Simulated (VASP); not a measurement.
Crystal: C.

```xyz
4
Lattice="3.7791 0.0000 0.0000 0.0000 3.7791 0.0000 0.0000 0.0000 1.5659" Properties=species:S:1:pos:R:3 pbc="T T T"
C     0.7824    1.8896    0.0000
C     2.9967    1.8896    0.0000
C     1.8896    0.7824    0.0000
C     1.8896    2.9967    0.0000
```

| Item | Value |
| --- | --- |
| Program | VASP 6.6.1 |
| Task | relaxation of cell and atoms |
| Functional | PBE |
| Potentials or basis | VASP PAW PBE potentials, release 64 (C_h) |
| Cutoff | 910 eV |
| k mesh | 4 × 4 × 10 |
| Occupations | gaussian, width 0.1 eV |
| Spin | no spin polarisation |

At the start: pressure 115.9 GPa; volume 5.59 Å³/atom.

**Question.** How do energy, volume and symmetry change on relaxing?

**Answer.** Over 13 steps the energy falls by 2036.3 meV/atom and the volume is 7.36 Å³/atom (+31.7 %); space group P4/mmm (No. 123, to 0.05 Å).

Step by step:
```csv
step,energy change (eV),largest force (eV/Å),pressure (GPa),volume (Å³)
1,0.0000,0.8462,115.86,22.36
2,-3.1447,1.5334,-65.91,36.97
3,-3.7964,1.0802,-33.59,30.21
4,-3.8111,1.1766,-49.61,32.67
5,-7.4592,4.3925,38.12,28.39
6,-8.0997,1.6800,0.54,29.51
7,-8.0981,1.5129,-2.15,29.60
8,-7.3798,7.7904,16.72,29.10
9,-8.1442,0.2400,-0.55,29.49
10,-8.1447,0.0353,-0.77,29.50
11,-8.1447,0.0724,-0.73,29.50
12,-8.1438,0.1013,2.03,29.37
13,-8.1453,0.0094,0.29,29.45
```

Final structure:
```
CELL_PARAMETERS angstrom
3.44276 0.00000 0.00000
0.00000 3.44276 0.00000
0.00000 0.00000 2.48477
ATOMIC_POSITIONS crystal
C 0.20184 0.50000 0.00000
C 0.79816 0.50000 0.00000
C 0.50000 0.20184 0.00000
C 0.50000 0.79816 0.00000
```

Caveat: the k points lie up to 0.46 Å⁻¹ apart in the final cell; the cutoff is under 1.25 times the usual one of these potentials, so pressure, stress and relaxed cells hold a basis-set (Pulay) error; the volume moved by over 15 % at a fixed basis, so the end points are rough.
